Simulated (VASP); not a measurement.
# GeW (R-3m) in VASP: relaxation of cell and atoms with PBE

Aim: the relaxation of cell and atoms of GeW with PBE.

Program: VASP 6.6.1. These are calculated values, not measurements. Logs are shortened: lines on timing, memory, paths and dates and some standing lists are left out, and cuts for length are marked.

## Step 1: The cell of the first run

It takes space group R-3m (No. 166, trigonal). Conventional cell: a = 2.963 Å, b = 2.963 Å, c = 14.591 Å, α = 90.00°, β = 90.00°, γ = 120.00°. Ge (site symmetry -3m) has 6 Ge at 2.96 Å and 6 W at 2.97 Å within 3.9 Å. W (site symmetry -3m) has 6 W at 2.96 Å and 6 Ge at 2.97 Å within 3.9 Å.

The cell was built from a structure type or drawn by symmetry, and may not be a known phase.

## Step 2: Relaxation of cell and atoms, PBE

The input, INCAR:

```
SYSTEM = GeW
PREC = Accurate
ENCUT = 500
EDIFF = 1E-7
ISMEAR = 0
SIGMA = 0.2
LREAL = .FALSE.
LASPH = .TRUE.
NELM = 120
ALGO = Normal
ISIF = 3
LWAVE = .FALSE.
LCHARG = .FALSE.
GGA = PE
IBRION = 2
NSW = 36
EDIFFG = -0.08
GGA_COMPAT = .FALSE.
NELMIN = 4
```

The input, KPOINTS:

```
regular mesh
0
G
  8 8 8
  0 0 0
```

The input, POSCAR:

```
GeW
1.0
    1.4815416000      0.8553684400      4.8637138800
   -1.4815416000      0.8553684400      4.8637138800
    0.0000000000     -1.7107368900      4.8637138800
Ge W
1 1
Direct
    0.0000000000      0.0000000000      0.0000000000
    0.5000000000      0.5000000000      0.5000000000
```

Potentials or basis: VASP PAW PBE potentials, release 64 (Ge_d, W_sv).

Started as:

```bash
$ cat potpaw_PBE.64/Ge_d/POTCAR potpaw_PBE.64/W_sv/POTCAR > POTCAR
$ mpirun -np 1 vasp_std > vasp.out
```

OUTCAR:

```text
SYSTEM = GeW
   PREC = Accurate
   ENCUT = 500
   EDIFF = 1E-7
   ISMEAR = 0
   LREAL = .FALSE.
   LASPH = .TRUE.
   NELM = 120
   ISIF = 3
   GGA = PE
   IBRION = 2
   NSW = 36
   EDIFFG = -0.08
   NELMIN = 4

 ion  position               nearest neighbor table
   1  0.000  0.000  0.000-   2 2.97   2 2.97   2 2.97   2 2.97   2 2.97   2 2.97
   2  0.500  0.500  0.500-   1 2.97   1 2.97   1 2.97   1 2.97   1 2.97   1 2.97

  LATTYP: Found a trigonal (rhomboedric) cell.
 ALAT       =     5.1558057942
 COS(alpha) =     0.8348553164

  Lattice vectors:

 A1 = (   1.4815416000,   0.8553684400,   4.8637138800)
 A2 = (  -1.4815416000,   0.8553684400,   4.8637138800)
 A3 = (   0.0000000000,  -1.7107368900,   4.8637138800)

Analysis of symmetry for initial positions (statically):
=====================================================================
 Subroutine PRICEL returns:
 Original cell was already a primitive cell.

 Routine SETGRP: Setting up the symmetry group for a
 trigonal (rhombohedral) supercell.

 Subroutine GETGRP returns: Found 12 space group operations
 (whereof 12 operations were pure point group operations)
 out of a pool of 12 trial point group operations.

The static configuration has the point symmetry D_3d.

Analysis of symmetry for dynamics (positions and initial velocities):
=====================================================================
 Subroutine PRICEL returns:
 Original cell was already a primitive cell.

 Routine SETGRP: Setting up the symmetry group for a
 trigonal (rhombohedral) supercell.

 Subroutine GETGRP returns: Found 12 space group operations
 (whereof 12 operations were pure point group operations)
 out of a pool of 12 trial point group operations.

The dynamic configuration has the point symmetry D_3d.

 Subroutine INISYM returns: Found 12 space group operations
 (whereof 12 operations are pure point group operations),
 and found     1 'primitive' translations

----------------------------------------------------------------------------------------

                                     Primitive cell

  volume of cell :      36.9817

  direct lattice vectors                    reciprocal lattice vectors
     1.481541600  0.855368440  4.863713880     0.337486305  0.194847809  0.068534733
    -1.481541600  0.855368440  4.863713880    -0.337486305  0.194847809  0.068534733
     0.000000000 -1.710736890  4.863713880     0.000000000 -0.389695617  0.068534733

  length of vectors
     5.155805794  5.155805794  5.155805797     0.395676236  0.395676236  0.395676236

  position of ions in fractional coordinates (direct lattice)
     0.000000000  0.000000000  0.000000000
     0.500000000  0.500000000  0.500000000

  ion indices of the primitive-cell ions
   primitive index   ion index
                 1           1
                 2           2

----------------------------------------------------------------------------------------

 KPOINTS: regular mesh

Automatic generation of k-mesh.
 Grid dimensions read from file:
 generate k-points for:    8    8    8

 Generating k-lattice:

  Cartesian coordinates                     Fractional coordinates (reciprocal lattice)
     0.042185788  0.024355976  0.008566842     0.125000000 -0.000000000  0.000000000
    -0.042185788  0.024355976  0.008566842    -0.000000000  0.125000000  0.000000000
     0.000000000 -0.048711952  0.008566842     0.000000000  0.000000000  0.125000000

  Length of vectors
     0.049459530  0.049459530  0.049459529

  Shift w.r.t. Gamma in fractional coordinates (k-lattice)
     0.000000000  0.000000000  0.000000000

 Subroutine IBZKPT returns following result:
 ===========================================

 Found     65 irreducible k-points:

 Following reciprocal coordinates:
            Coordinates               Weight
  0.000000  0.000000  0.000000      1.000000
  0.125000  0.000000 -0.000000      6.000000
  0.250000  0.000000 -0.000000      6.000000
  0.375000 -0.000000 -0.000000      6.000000
  0.500000  0.000000 -0.000000      3.000000
  0.125000  0.125000 -0.000000      6.000000
[... 16 lines left out ...]
  0.250000  0.125000  0.125000      6.000000
  0.375000  0.125000  0.125000      6.000000
 [... further k-points ...]
   k-points           NKPTS =     65   k-points in BZ     NKDIM =     65   number of bands    NBANDS=     18
   number of dos      NEDOS =    301   number of ions     NIONS =      2
   total plane-waves  NPLWV =  64000
   dimension x,y,z NGX =    40 NGY =   40 NGZ =   40
   dimension x,y,z NGXF=    80 NGYF=   80 NGZF=   80
   ions per type =               1   1
   NGX,Y,Z   is equivalent  to a cutoff of  12.90, 12.90, 12.90 a.u.
   NGXF,Y,Z  is equivalent  to a cutoff of  25.80, 25.80, 25.80 a.u.
 SYSTEM =  GeW
   PREC   = accura    normal or accurate (medium, high low for compatibility)
   ISTART =      0    job   : 0-new  1-cont  2-samecut
   ICHARG =      2    charge: 1-file 2-atom 10-const
   ISPIN  =      1    spin polarized calculation?
   LNONCOLLINEAR =      F non collinear calculations
   LSORBIT =      F    spin-orbit coupling
   LASPH  =      T    aspherical Exc in radial PAW
   ENCUT  =  500.0 eV  36.75 Ry    6.06 a.u.   9.40  9.40  9.40*2*pi/ulx,y,z
   NELM   =    120;   NELMIN=  4; NELMDL= -5     # of ELM steps
   EDIFF  = 0.1E-06   stopping-criterion for ELM
   LREAL  =      F    real-space projection
   EDIFFG = -.8E-01   stopping-criterion for IOM
   NSW    =     36    number of steps for IOM
   IBRION =      2    ionic relax: 0-MD 1-quasi-New 2-CG
   NFREE  =      1    steps in history (QN), initial steepest desc. (CG)
   ISIF   =      3    stress and relaxation
   ISYM   =      2    0-nonsym 1-usesym 2-fastsym
   POTIM  = 0.5000    time-step for ionic-motion
   TEBEG  =    0.0;   TEEND  =   0.0 temperature during run
   PSTRESS=    0.0 pullay stress
   NELECT =      28.0000    total number of electrons
   NUPDOWN=      -1.0000    fix difference up-down
   EMIN   =  10.00;   EMAX   =-10.00  energy-range for DOS
   EFERMI =   0.00;   METHOD = LEGACY
   ISMEAR =     0;   SIGMA  =   0.20  broadening in eV -4-tet -1-fermi 0-gaus
   EFERMI_NEDOS =   21; number of points for ismear=-14 and -15
   IALGO  =     38    algorithm
   IMIX   =      4    mixing-type and parameters
     AMIX     =   0.40;   BMIX     =  1.00
     AMIX_MAG =   1.60;   BMIX_MAG =  1.00
  volume/ion in A,a.u.               =      18.49       124.78
  Fermi-wavevector in a.u.,A,eV,Ry     =   1.492103  2.819665 30.291611  2.226371
  Thomas-Fermi vector in A             =   2.604673
   LORBIT       =      0    0 simple, 1 ext, 2 COOP (PROOUT), +10 PAW based schemes
   GGA     = PE    functional components
   LHFCALC =     F    Hartree Fock is set to
   AEXX    =    0.0000 exact exchange contribution
   IVDW    =     0    specifies the selected vdW correction
   LEPSILON=     F    determine dielectric tensor
   LRPA    =     F    only Hartree local field effects (RPA)
 conjugate gradient relaxation of ions
 non-spin polarized calculation
 Gauss-broadening in eV      SIGMA  =   0.20
  energy-cutoff  :      500.00
  volume of cell :       36.98
 maximum number of plane-waves:       966
 NGX is ok and might be reduce to    40
   NGX = 19   NGY = 19   NGZ = 19

--------------------------------------- Ionic step        1  -------------------------------------------

 number of electron      28.0000006 magnetization

 Free energy of the ion-electron system (eV)
  ---------------------------------------------------
  ext. energy  EPLUGINS =         0.00000000
  ---------------------------------------------------
  free energy    TOTEN  =       -16.16869234 eV

  energy without entropy =      -16.12701639  energy(sigma->0) =      -16.14785437

------------------------ aborting loop because EDIFF is reached ----------------------------------------

  FORCE on cell =-STRESS in cart. coord.  units (eV):
  Direction    XX          YY          ZZ          XY          YZ          ZX
  --------------------------------------------------------------------------------------
  -------------------------------------------------------------------------------------
  Total       -4.0508389     -4.0508390     -5.7452082      0.0000000      0.0000000      0.0000000
  in kB     -175.4968053   -175.4968060   -248.9029302      0.0000000      0.0000002      0.0000000
  external PRESSURE =    -199.9655138 kB  Pullay stress =       0.0000000 kB
[... 203 lines left out ...]
--------------------------------------- Ionic step        7  -------------------------------------------

 number of electron      28.0000003 magnetization

 E-fermi :   9.8899     XC(G=0): -12.8520

 val. band max:        9.8782909426   @ k =  -0.3750   0.3750   0.3750
 cond. band min:       9.9227792287   @ k =   0.2500   0.2500  -0.0000
 fundamental gap:      0.0444882861
 Fermi energy:         9.8899088185

 k-point     1 :       0.0000    0.0000    0.0000
  band No.  band energies     occupation
      1     -64.1860      2.00000
      2     -28.5379      2.00000
      3     -28.0006      2.00000
      4     -28.0006      2.00000
      5     -14.9717      2.00000
      6     -14.9717      2.00000
[... 481 lines left out ...]
      5     -14.9856      2.00000
      6     -14.9168      2.00000
[... 10 lines left out ...]
     17      13.2592      0.00000
     18      16.6279      0.00000

 [... further k-points ...]

------------------------ aborting loop because EDIFF is reached ----------------------------------------

  FORCE on cell =-STRESS in cart. coord.  units (eV):
  Direction    XX          YY          ZZ          XY          YZ          ZX
  --------------------------------------------------------------------------------------
  -------------------------------------------------------------------------------------
  Total       -0.7005528     -0.7005528     -0.6939494     -0.0000000      0.0000000      0.0000000
  in kB      -34.8703732    -34.8703733    -34.5416846     -0.0000000      0.0000000      0.0000000
  external PRESSURE =     -34.7608104 kB  Pullay stress =       0.0000000 kB
[... 23 lines left out ...]
--------------------------------------- Ionic step        8  -------------------------------------------

 number of electron      28.0000003 magnetization

 Free energy of the ion-electron system (eV)
  ---------------------------------------------------
  ext. energy  EPLUGINS =         0.00000000
  ---------------------------------------------------
  free energy    TOTEN  =       -16.64172594 eV

  energy without entropy =      -16.60916727  energy(sigma->0) =      -16.62544660

 E-fermi :  10.1320     XC(G=0): -12.9503

 val. band max:       10.1007168694   @ k =  -0.3750   0.3750   0.3750
 cond. band min:      10.1598862039   @ k =   0.2500   0.2500  -0.0000
 fundamental gap:      0.0591693345
 Fermi energy:        10.1319870094

 k-point     1 :       0.0000    0.0000    0.0000
  band No.  band energies     occupation
      1     -63.9176      2.00000
      2     -28.2877      2.00000
      3     -27.7160      2.00000
      4     -27.7160      2.00000
      5     -14.7504      2.00000
      6     -14.7504      2.00000
[... 481 lines left out ...]
      5     -14.7656      2.00000
      6     -14.6920      2.00000
[... 10 lines left out ...]
     17      13.5587      0.00000
     18      16.9601      0.00000

 [... further k-points ...]

------------------------ aborting loop because EDIFF is reached ----------------------------------------

  FORCE on cell =-STRESS in cart. coord.  units (eV):
  Direction    XX          YY          ZZ          XY          YZ          ZX
  --------------------------------------------------------------------------------------
  -------------------------------------------------------------------------------------
  Total        0.0179320      0.0179320     -0.0616860      0.0000000      0.0000000      0.0000000
  in kB        0.9085925      0.9085925     -3.1255579      0.0000000      0.0000000      0.0000000
  external PRESSURE =      -0.4361243 kB  Pullay stress =       0.0000000 kB
[... 17 lines left out ...]
  FREE ENERGIE OF THE ION-ELECTRON SYSTEM (eV)
  ---------------------------------------------------
  free  energy   TOTEN  =       -16.6417259353 eV

  energy  without entropy=      -16.6091672693  energy(sigma->0) =      -16.62544660

 reached required accuracy - stopping structural energy minimisation
```

Wall time 13 min (1 thread of Intel Xeon 8259CL, shared host); peak memory 0.29 GiB.

Results:

- Free energy: -16.6417 eV
- Relaxed volume: 15.81 Å³/atom
- Relaxed cell: a = 4.651 Å, b = 4.651 Å, c = 4.651 Å, α = 36.34°, β = 36.34°, γ = 36.34°
- Space group after relaxing (to 0.1 Å): R-3m (No. 166)
- Energy gained by relaxing: 236.5 meV/atom
- Ionic steps: 8
- Pressure after relaxing: 0.0 GPa
- Band gap on the k mesh: zero (bands 14 and 15 overlap by 1.33 eV)

Stress tensor (GPa, compression positive):
```
 0.09  0.00  0.00
 0.00  0.09  0.00
 0.00  0.00 -0.31
```

Step by step:
```
step  energy change (eV)  largest force (eV/Å)  pressure (GPa)  volume (Å³)
   1              0.0000                0.0000          -20.00        36.98
   2              0.4893                0.0000           62.56        25.94
   3             -0.4031                0.0000           -0.25        31.85
   4             -0.4042                0.0000            0.80        31.68
   5             -0.4700                0.0000            1.93        31.32
   6             -0.4705                0.0000            2.28        31.27
   7             -0.4667                0.0000           -3.48        32.19
   8             -0.4730                0.0000           -0.04        31.62
```

Final structure:
```
CELL_PARAMETERS angstrom
1.45047 0.83743 4.33873
-1.45047 0.83743 4.33873
0.00000 -1.67486 4.33873
ATOMIC_POSITIONS crystal
Ge 0.00000 0.00000 0.00000
W 0.50000 0.50000 0.50000
```

Caveat: spin-orbit coupling is left out, which moves the levels of the heavy elements.
